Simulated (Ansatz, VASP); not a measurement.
One calculation of Si, two programs

Contents of INCAR:

```
ALGO = Normal ; EDIFF = 1E-7
ENCUT = 520 ; ISIF = 2
ISMEAR = 0 ; LASPH = T
LCHARG = F ; LREAL = F
LWAVE = F ; NBANDS = 16
NELM = 100 ; PREC = Accurate
SIGMA = 0.03
```

The input KPOINTS:

```
k-points
0
Gamma
  12 12 6
```

Contents of POSCAR:

```
Si
1.0
    4.0291929185      0.0000000000      0.0000000000
   -2.0145964593      3.4893834241      0.0000000000
    0.0000000000      0.0000000000      5.5985635602
Si
4
Direct
    0.3333333333      0.6666666667      0.0821179099
    0.6666666667      0.3333333333      0.5821179099
    0.3333333333      0.6666666667      0.4178820901
    0.6666666667      0.3333333333      0.9178820901
```

Input for Ansatz:

```yaml
crystal:
  lattice:
    - [4.0291929185, 0.0, 0.0]
    - [-2.0145964593, 3.4893834241, 0.0]
    - [0.0, 0.0, 5.5985635602]
  atoms:
    - { symbol: Si, position: [0.3333333333, 0.6666666667, 0.0821179099] }
    - { symbol: Si, position: [0.6666666667, 0.3333333333, 0.5821179099] }
    - { symbol: Si, position: [0.3333333333, 0.6666666667, 0.4178820901] }
    - { symbol: Si, position: [0.6666666667, 0.3333333333, 0.9178820901] }
basis:
  ecutwfc: 420
kpoints:
  mp_grid: { grid: [12, 12, 6] }
hamiltonian:
  xc: lda
  pseudopotentials: { kind: paw, azcp: { folder: soft_1 } }
scf:
  occupations: { method: gaussian, width: 0.03 }
output:
  forces: true
  stress: true
  eigenvalues: true
```

Alike in both runs: task single point; functional LDA; k mesh 12 × 12 × 6; occupations gaussian, width 0.03 eV; no spin polarisation.

```csv
,VASP,Ansatz
version,VASP 6.6.1,Ansatz 0.2.0
potentials or method,"VASP PAW LDA potentials, release 64 (Si), cutoff 520 eV","scalar-relativistic, plane waves, PAW"
valence electrons in the cell,16,16
```

|  | VASP | Ansatz | Ansatz less VASP |
| --- | --- | --- | --- |
| gap on the k mesh at the Fermi level (eV) | none | none | - |
| pressure (GPa) | 17.2 | 17.3 | +0.11 |
| traceless stress, the component that is largest in VASP (GPa) | 62.43 | 62.69 | +0.261 |
| rms of the force components (eV/Å) | 6.163 | 6.199 | +0.0364 |

Ansatz warns that its potentials were made for another functional, while VASP's fit it. LDA's correlation is that of Perdew and Zunger in VASP and of Perdew and Wang (1992) in Ansatz. Atom by atom the forces differ by 0.036 eV/Å (rms over components). A gap of «none» marks a metal or a gap that the smearing closes.
